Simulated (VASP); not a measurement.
Runs of VASP 6.6.1 on InSb4. The structure is that of space group Im-3m (No. 229), or close to it. The cells are those of the table. 

| task | cell | k mesh | cutoff (eV) | gap on the mesh (eV) | pressure (GPa) |
| --- | --- | --- | --- | --- | --- |
| single point | a = 5.974 Å, angles 109.5°, 5 atoms | 4 × 4 × 4 | 520 | none | (a) |
| relaxation of cell and atoms | relaxed from a = 5.998 Å, angles 109.5°, 5 atoms | 4 × 4 × 4 | 600 | - | 0.2 |
| single point | a = 5.998 Å, angles 109.5°, 5 atoms | 4 × 4 × 4 | 520 | none | -0.5 |
| relaxation of cell and atoms | relaxed from a = 5.974 Å, angles 109.5°, 5 atoms | 8 × 8 × 8 | 600 | - | 0.0 |
| single point | a = 5.978 Å, angles 109.5°, 5 atoms | 8 × 8 × 8 | 520 | none | -0.1 |

Alike in all rows: level PBE; potentials or basis VASP PAW PBE potentials, release 64 (In_d, Sb); no spin polarisation; smearing gaussian 0.1 eV.

Task: Estimate the missing entries.

Result: (a) 0.1.

Caveats: spin-orbit coupling is left out, which moves the levels of the heavy elements; the bands computed are all filled at some k points, so no gap is given (some runs); the relaxation stopped at its first step, so nothing moved (some runs).

A k mesh can miss the band edges, and the runs leave out spin-orbit coupling on In, Sb.

A gap of «none» marks levels without a gap at the run's occupations.
